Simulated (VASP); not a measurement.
A run of VASP 6.6.1 is set up as follows.

File INCAR:

```
SYSTEM = Bi
PREC = Accurate ; ENCUT = 520
EDIFF = 1E-6 ; ISMEAR = 0
SIGMA = 0.1 ; LREAL = .FALSE.
LASPH = .TRUE. ; NELM = 100
ALGO = Fast ; ISIF = 2
LWAVE = .FALSE. ; LCHARG = .FALSE.
GGA = PE ; NBANDS = 22
```

File KPOINTS:

```
regular mesh
0
G
  12 12 18
  0 0 0
```

Contents of POSCAR:

```
Bi
1.0
    5.4674965375      0.0000000000      0.0000000000
   -2.7337482687      4.7349908966      0.0000000000
    0.0000000000      0.0000000000      3.3640420307
Bi
2
Direct
    0.3333333333      0.6666666667      0.5000000000
    0.6666666667      0.3333333333      0.5000000000
```

Potentials or basis: VASP PAW PBE potentials, release 64 (Bi_d).

Launch:

```console
$ cat potpaw_PBE.64/Bi_d/POTCAR > POTCAR
$ mpirun -np 1 vasp_std > vasp.out
```

Question: Estimate the band gap on the k mesh.

Answer: Zero (bands 15 and 16 overlap by 3.02 eV).

Question: Estimate the pressure.

Answer: -0.1 GPa.

Caveat: spin-orbit coupling is left out, which moves the levels of the heavy elements.
